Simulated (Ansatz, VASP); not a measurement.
**RbCl: VASP beside Ansatz**

```
Rb Cl
1.0
     0.00000    3.27400    3.27400
     3.27400    0.00000    3.27400
     3.27400    3.27400    0.00000
Rb Cl
1 1
Direct
  0.00000 0.00000 0.00000
  0.50000 0.50000 0.50000
```

Alike in both runs: task relaxation of cell and atoms; functional PBE; k mesh 8 × 8 × 8; occupations fermi-dirac, width 0.02 eV; no spin polarisation.

```csv
,VASP,Ansatz
version,VASP 6.6.1,Ansatz 0.2.0
potentials or method,"VASP PAW PBE potentials, release 64 (Rb_sv, Cl), cutoff 500 eV",PAW plane waves
valence electrons in the cell,16,16
```

```csv
,VASP,Ansatz,Ansatz less VASP
"gap on the k mesh at the Fermi level, each at its own relaxed structure (eV)",4.83,4.84,+0.001
relaxed volume (Å³/atom),37.55,37.57,+0.019
relaxed cell length with the largest relative difference (Å),4.736,4.736,+0.0008
```
